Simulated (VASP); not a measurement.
# Si5W3 in VASP: further runs

Runs on Si5W3. Level: PBE. Tasks: single point.

All numbers are computed with VASP 6.6.1; they aren't measurements. Logs are shortened: lines on timing, memory, paths and dates and some standing lists are left out, and cuts for length are marked.

## (1) The cell of the first run

The cell holds a disordered packing, 24 atoms: a = 7.205 Å, b = 7.492 Å, c = 7.497 Å, α = 87.52°, β = 89.90°, γ = 91.28°.

## (2) Single point, PBE

INCAR reads:

```
SYSTEM = Si5W3
PREC     = Accurate       ! precision mode
ENCUT    = 400            ! plane-wave cutoff, eV
EDIFF    = 1E-6           ! SCF threshold, eV
ISMEAR   = -1             ! smearing method
SIGMA    = 0.1224         ! smearing width, eV
LREAL    = Auto         
LASPH    = .TRUE.         ! aspherical terms in the spheres
NELM     = 120            ! most SCF steps
ALGO     = Normal         ! electronic algorithm
ISIF     = 2              ! what is computed and relaxed
LWAVE    = .FALSE.        ! write WAVECAR
LCHARG   = .FALSE.        ! write CHGCAR
GGA      = PE             ! functional
ISYM     = -1           
NBANDS   = 111            ! bands
GGA_COMPAT= .FALSE.
```

KPOINTS reads:

```
explicit points
1
Reciprocal
  0.25000000   0.25000000   0.25000000 1
```

POSCAR reads:

```
Si5W3
1.0
    7.2041990000     -0.0818820000      0.0070510000
   -0.0818820000      7.4902340000      0.1623590000
    0.0070510000      0.1623590000      7.4951860000
Si W
15 9
Direct
    0.6876665437      0.8630999816      0.2794959609
    0.0567191868      0.7174611019      0.8300725033
    0.1569373915      0.7305171929      0.5559508988
    0.1683930060      0.1548975628      0.3743578408
    0.9396129779      0.0728088454      0.8083758852
    0.5656994239      0.6345139927      0.0546093447
    0.3640687895      0.8790952999      0.3469113264
    0.5660499081      0.9009417926      0.6912117689
    0.4427984584      0.9952951597      0.9569631362
   -0.0208238056      0.8876921120      0.1120188378
    0.2724352912      0.2766671518      1.0358824526
    0.6201805396      0.2782592859      0.0708273561
    0.1399062176      0.4561499886      0.4845043826
    0.6773238635      0.5806619394      0.7259765798
    0.9062215443      0.3526332025      0.2083347975
    0.2166504503      0.6018803370      0.0990225870
    0.4808515060      0.5483157425      0.3553043941
    0.9426350851      0.9606605696      0.4663269985
    0.3460879454      0.5227516686      0.7690429958
    0.8473482989      0.6040110438      0.4657303659
    0.9509236453      0.3992339820      0.8431290174
    0.6580357105      0.2464412932      0.7078284953
    0.2678276293      0.1990274801      0.6860344286
    0.5033929515      0.1903262129      0.3828241758
```

Potentials or basis: VASP PAW PBE potentials, release 64 (Si, W_sv).

The run is started by

```console
$ cat potpaw_PBE.64/Si/POTCAR potpaw_PBE.64/W_sv/POTCAR > POTCAR
$ mpirun -np 1 vasp_std > vasp.out
```

OUTCAR:

```text
SYSTEM = Si5W3
   PREC = Accurate
   ENCUT = 400
   EDIFF = 1E-6
   ISMEAR = -1
   LREAL = Auto
   LASPH = .TRUE.
   NELM = 120
   ISIF = 2
   GGA = PE
   ISYM = -1

 ion  position               nearest neighbor table
   1  0.688  0.863  0.279-   7 2.39  18 2.43  10 2.44   6 2.60  20 2.63  17 2.80  24 2.95   9 3.13

   2  0.057  0.717  0.830-   3 2.17  16 2.46  21 2.48  10 2.58  19 2.62   5 2.81  14 3.01  20 3.26

   3  0.157  0.731  0.556-  13 2.15   2 2.17   7 2.39  18 2.41  20 2.51  19 2.59  17 3.14
   4  0.168  0.155  0.374-  18 2.25  24 2.42  13 2.45  23 2.48   7 2.54  15 2.70  11 2.76
   5  0.940  0.073  0.808-  21 2.47  22 2.53  10 2.63  23 2.67  18 2.73   2 2.81   8 3.10
   6  0.566  0.635  0.055-  17 2.39  16 2.54   1 2.60  14 2.64  12 2.70  19 2.81   9 2.93
   7  0.364  0.879  0.347-   3 2.39   1 2.39   4 2.54  24 2.54  17 2.63   8 2.97  16 3.02   9 3.06
                            18 3.24
   8  0.566  0.901  0.691-   9 2.32  14 2.55  22 2.67   7 2.97   5 3.10  23 3.13  24 3.14  18 3.20
                            19 3.25
   9  0.443  0.995  0.957-   8 2.32  11 2.55  12 2.63  23 2.81   6 2.93  22 3.00   7 3.06   1 3.13

  10  0.979  0.888  0.112-   1 2.44   2 2.58   5 2.63  18 2.75  16 2.78
  11  0.272  0.277  0.036-  12 2.52  16 2.54   9 2.55  19 2.70  23 2.71   4 2.76  21 2.88  15 3.01
                            24 3.14
  12  0.620  0.278  0.071-  15 2.37  11 2.52  24 2.54   9 2.63   6 2.70  22 2.76  21 3.03  17 3.18

  13  0.140  0.456  0.485-   3 2.15  20 2.40   4 2.45  23 2.58  19 2.66  17 2.70  15 2.80  21 3.02
                            16 3.09
  14  0.677  0.581  0.726-  20 2.30  19 2.43  22 2.51   8 2.55  21 2.55   6 2.64   2 3.01  17 3.14

  15  0.906  0.353  0.208-  12 2.37   4 2.70  21 2.76  20 2.79  13 2.80  16 2.97  11 3.01
  16  0.217  0.602  0.099-   2 2.46   6 2.54  11 2.54  17 2.73  19 2.74  10 2.78  15 2.97   7 3.02
                            13 3.09  21 3.13
  17  0.481  0.548  0.355-   6 2.39   7 2.63  24 2.69  13 2.70  16 2.73  20 2.80   1 2.80  14 3.14
                             3 3.14  12 3.18  19 3.25
  18  0.943  0.961  0.466-   4 2.25   3 2.41   1 2.43   5 2.73  20 2.74  10 2.75   8 3.20   7 3.24
                            23 3.39
  19  0.346  0.523  0.769-  14 2.43  23 2.58   3 2.59   2 2.62  13 2.66  11 2.70  16 2.74   6 2.81
                            21 3.02  22 3.14  17 3.25   8 3.25
  20  0.847  0.604  0.466-  14 2.30  13 2.40   3 2.51   1 2.63  18 2.74  15 2.79  17 2.80  21 3.26
                             2 3.26  22 3.43
  21  0.951  0.399  0.843-   5 2.47   2 2.48  14 2.55  22 2.61  15 2.76  11 2.88  19 3.02  13 3.02
                            23 3.02  12 3.03  16 3.13  20 3.26
  22  0.658  0.246  0.708-  14 2.51   5 2.53  21 2.61   8 2.67  24 2.73  12 2.76  23 2.83   9 3.00
                            19 3.14  20 3.43
  23  0.268  0.199  0.686-   4 2.48  19 2.58  13 2.58   5 2.67  11 2.71   9 2.81  22 2.83  24 2.84
                            21 3.02   8 3.13  18 3.39
  24  0.503  0.190  0.383-   4 2.42  12 2.54   7 2.54  17 2.69  22 2.73  23 2.84   1 2.95   8 3.14
                            11 3.14

IMPORTANT INFORMATION: All symmetrisations will be switched off!
NOSYMM: (Re-)initialisation of all symmetry stuff for point group C_1.

----------------------------------------------------------------------------------------

                                     Primitive cell

  volume of cell :     404.2080

  direct lattice vectors                    reciprocal lattice vectors
     7.204199000 -0.081882000  0.007051000     0.138825386  0.001521161 -0.000163549
    -0.081882000  7.490234000  0.162359000     0.001521161  0.133586562 -0.002895152
     0.007051000  0.162359000  7.495186000    -0.000163549 -0.002895152  0.133481839

  length of vectors
     7.204667765  7.492440889  7.496947601     0.138833816  0.133626590  0.133513332

  position of ions in fractional coordinates (direct lattice)
     0.687666544  0.863099982  0.279495961
     0.056719187  0.717461102  0.830072503
     0.156937392  0.730517193  0.555950899
     0.168393006  0.154897563  0.374357841
     0.939612978  0.072808845  0.808375885
     0.565699424  0.634513993  0.054609345
[... 16 lines left out ...]
     0.267827629  0.199027480  0.686034429
     0.503392951  0.190326213  0.382824176

  ion indices of the primitive-cell ions
   primitive index   ion index
                 1           1
                 2           2
                 3           3
                 4           4
                 5           5
                 6           6
[... 16 lines left out ...]
                23          23
                24          24

----------------------------------------------------------------------------------------

 KPOINTS: explicit points

Read explicit list of k-points.

 Found      1 k-points:

 Following reciprocal coordinates:
            Coordinates               Weight
  0.250000  0.250000  0.250000      1.000000
   k-points           NKPTS =      1   k-points in BZ     NKDIM =      1   number of bands    NBANDS=    111
   number of dos      NEDOS =    301   number of ions     NIONS =     24
   total plane-waves  NPLWV = 120000
   dimension x,y,z NGX =    48 NGY =   50 NGZ =   50
   dimension x,y,z NGXF=    96 NGYF=  100 NGZF=  100
   ions per type =              15   9
   NGX,Y,Z   is equivalent  to a cutoff of  11.08, 11.09, 11.09 a.u.
   NGXF,Y,Z  is equivalent  to a cutoff of  22.15, 22.19, 22.18 a.u.
 SYSTEM =  Si5W3
   PREC   = accura    normal or accurate (medium, high low for compatibility)
   ISTART =      0    job   : 0-new  1-cont  2-samecut
   ICHARG =      2    charge: 1-file 2-atom 10-const
   ISPIN  =      1    spin polarized calculation?
   LNONCOLLINEAR =      F non collinear calculations
   LSORBIT =      F    spin-orbit coupling
   LASPH  =      T    aspherical Exc in radial PAW
   ENCUT  =  400.0 eV  29.40 Ry    5.42 a.u.  11.75 12.22 12.23*2*pi/ulx,y,z
   NELM   =    120;   NELMIN=  2; NELMDL= -5     # of ELM steps
   EDIFF  = 0.1E-05   stopping-criterion for ELM
   LREAL  =      T    real-space projection
   EDIFFG = 0.1E-04   stopping-criterion for IOM
   NSW    =      0    number of steps for IOM
   IBRION =     -1    ionic relax: 0-MD 1-quasi-New 2-CG
   NFREE  =      0    steps in history (QN), initial steepest desc. (CG)
   ISIF   =      2    stress and relaxation
   ISYM   =     -1    0-nonsym 1-usesym 2-fastsym
   POTIM  = 0.5000    time-step for ionic-motion
   TEBEG  =    0.0;   TEEND  =   0.0 temperature during run
   PSTRESS=    0.0 pullay stress
   NELECT =     186.0000    total number of electrons
   NUPDOWN=      -1.0000    fix difference up-down
   EMIN   =  10.00;   EMAX   =-10.00  energy-range for DOS
   EFERMI =   0.00;   METHOD = LEGACY
   ISMEAR =    -1;   SIGMA  =   0.12  broadening in eV -4-tet -1-fermi 0-gaus
   EFERMI_NEDOS =   21; number of points for ismear=-14 and -15
   IALGO  =     38    algorithm
   IMIX   =      4    mixing-type and parameters
     AMIX     =   0.40;   BMIX     =  1.00
     AMIX_MAG =   1.60;   BMIX_MAG =  1.00
  volume/ion in A,a.u.               =      16.84       113.66
  Fermi-wavevector in a.u.,A,eV,Ry     =   1.263895  2.388414 21.734346  1.597429
  Thomas-Fermi vector in A             =   2.397228
   LORBIT       =      0    0 simple, 1 ext, 2 COOP (PROOUT), +10 PAW based schemes
   GGA     = PE    functional components
   LHFCALC =     F    Hartree Fock is set to
   AEXX    =    0.0000 exact exchange contribution
   IVDW    =     0    specifies the selected vdW correction
   LEPSILON=     F    determine dielectric tensor
   LRPA    =     F    only Hartree local field effects (RPA)
 non-spin polarized calculation
  energy-cutoff  :      400.00
  volume of cell :      404.21
 maximum number of plane-waves:      7319
 NGX is ok and might be reduce to    48
   NGX = 23   NGY = 25   NGZ = 25

 number of electron     186.0000003 magnetization

 Free energy of the ion-electron system (eV)
  ---------------------------------------------------
  ext. energy  EPLUGINS =         0.00000000
  ---------------------------------------------------
  free energy    TOTEN  =      -183.81872768 eV

  energy without entropy =     -183.08228463  energy(sigma->0) =     -183.45050615

 E-fermi :   8.8118     XC(G=0): -11.4482

 val. band max:        8.7396335278   @ k =   0.2500   0.2500   0.2500
 cond. band min:       8.9253027662   @ k =   0.2500   0.2500   0.2500
 fundamental gap:      0.1856692383
 Fermi energy:         8.8117559771

 k-point     1 :       0.2500    0.2500    0.2500
  band No.  band energies     occupation
      1     -65.2346      2.00000
      2     -65.2124      2.00000
      3     -65.1572      2.00000
      4     -65.1430      2.00000
      5     -65.0815      2.00000
      6     -65.0677      2.00000
[... 97 lines left out ...]
    104      10.1396      0.00004
    105      10.2789      0.00001
 [bands above 105 left out]

------------------------ aborting loop because EDIFF is reached ----------------------------------------

  FORCE on cell =-STRESS in cart. coord.  units (eV):
  Direction    XX          YY          ZZ          XY          YZ          ZX
  --------------------------------------------------------------------------------------
  -------------------------------------------------------------------------------------
  Total        7.7874838     -3.4925494     -8.9587070      8.4763375      2.3358642     -2.7706714
  in kB       30.8675952    -13.8435732    -35.5100247     33.5980353      9.2587687    -10.9822334
  external PRESSURE =      -6.1620009 kB  Pullay stress =       0.0000000 kB

 VOLUME and BASIS-vectors are now :
 -----------------------------------------------------------------------------
  energy-cutoff  :      400.00
  volume of cell :      404.21
      direct lattice vectors                 reciprocal lattice vectors
     7.204199000 -0.081882000  0.007051000     0.138825386  0.001521161 -0.000163549
    -0.081882000  7.490234000  0.162359000     0.001521161  0.133586562 -0.002895152
     0.007051000  0.162359000  7.495186000    -0.000163549 -0.002895152  0.133481839

 POSITION                                       TOTAL-FORCE (eV/Angst)
 -----------------------------------------------------------------------------------
      4.88538      6.45389      2.23985        -0.647796     -0.304688     -0.717166
      0.35572      5.50408      6.33843        -1.273005      0.991041      2.209795
      1.07471      5.54916      4.28667         2.213868      1.984676     -1.358601
      1.20309      1.20721      2.83222         1.518011      1.028120     -2.006639
      6.76890      0.59966      6.07737         0.569868     -1.256625      0.190488
      4.02384      4.71520      0.51631         0.546033      0.213547     -1.732887
[... 16 lines left out ...]
      1.91802      1.58022      5.17616        -0.217956      0.160555      0.739143
      3.61366      1.44652      2.90379         2.237548     -2.088165     -0.393604
 -----------------------------------------------------------------------------------
    total drift:                               -0.001721     -0.008082     -0.007446

  FREE ENERGIE OF THE ION-ELECTRON SYSTEM (eV)
  ---------------------------------------------------
  free  energy   TOTEN  =      -183.8187276800 eV

  energy  without entropy=     -183.0822846297  energy(sigma->0) =     -183.45050615
```

It took 54 s on 1 thread of AMD EPYC 9R45 (Zen 5), shared host; peak memory 0.3 GiB.

What came out:

```
Free energy   : -183.8187 eV
Pressure      : -0.6 GPa
Largest force : 3.269 eV/Å
```

Forces on the atoms (eV/Å):
```
Si  -0.648 -0.305 -0.717
Si  -1.273  0.991  2.210
Si   2.214  1.985 -1.359
Si   1.518  1.028 -2.007
Si   0.570 -1.257  0.190
Si   0.546  0.214 -1.733
Si  -0.911 -0.025  0.019
Si   0.082  0.569 -1.683
Si  -0.457  0.467  0.101
Si   0.498 -0.384  0.099
Si  -0.444 -0.065  0.114
Si   0.491  0.630 -0.929
Si   0.302 -3.028 -0.426
Si  -0.645  0.439  1.892
Si   0.460  0.724  0.624
W   -0.875  0.968  0.668
W   -0.020  0.386  1.383
W   -2.063 -0.892  2.290
W   -0.765  0.265  0.717
W    0.333  0.072 -2.295
W    0.967  0.076  0.850
W   -1.899 -0.932 -0.354
W   -0.218  0.161  0.739
W    2.238 -2.088 -0.394
```

Caveat: the atoms stand as in a frame of molecular dynamics; spin-orbit coupling is left out, which moves the levels of the heavy elements.

(Continued in part 2 of 3.)
